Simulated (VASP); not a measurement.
Input of a VASP 6.6.1 run:

The input INCAR:

```
SYSTEM = AlN
PREC = Accurate
ENCUT = 520
EDIFF = 1E-6
ISMEAR = 0
SIGMA = 0.05
LREAL = .FALSE.
LASPH = .TRUE.
NELM = 80
ALGO = Normal
ISIF = 2
LWAVE = .FALSE.
LCHARG = .FALSE.
GGA = PE
NBANDS = 26
```

File KPOINTS:

```
Automatic mesh
0
G
  8 6 4
  0 0 0
```

Contents of POSCAR:

```
AlN
1.0
   -1.6567491617      2.8695737234      0.0000000000
    0.0000000000      0.0000000000      4.1874629526
    4.9702474850      2.8695737234      0.0000000000
Al N
4 4
Direct
    0.4012048383      0.7500000000      0.1337349461
    0.0000000000      0.7500000000      0.6666666667
    0.0000000000      0.2500000000      0.3333333333
    0.5000000000      0.2500000000      0.8333333333
    0.5000000000      0.2500000000      0.1666666667
    0.0000000000      0.2500000000      0.6666666667
    0.0000000000      0.7500000000      0.3333333333
    0.5000000000      0.7500000000      0.8333333333
```

Potentials or basis: VASP PAW PBE potentials, release 64 (Al, N).

Launch:

```console
$ cat potpaw_PBE.64/Al/POTCAR potpaw_PBE.64/N/POTCAR > POTCAR
$ mpirun -np 1 vasp_std > vasp.out
```

Question: Estimate the band gap on the k mesh.

Answer: 2.88 eV.

Question: What does it give for the pressure?

Answer: 3.8 GPa.

Stress tensor (GPa, compression positive):
```
12.65  0.24  0.00
 0.24 -1.45  0.00
 0.00  0.00  0.20
```

Caveat: the cell differs from its parent crystal (atom 1 (Al) moved by +0.000 Å along [1 0 0] and -0.378 Å along [1 2 0]); the cell stands under pressure; forces of over 1 eV/Å act on the atoms, so gaps and moduli don't describe the material at rest.
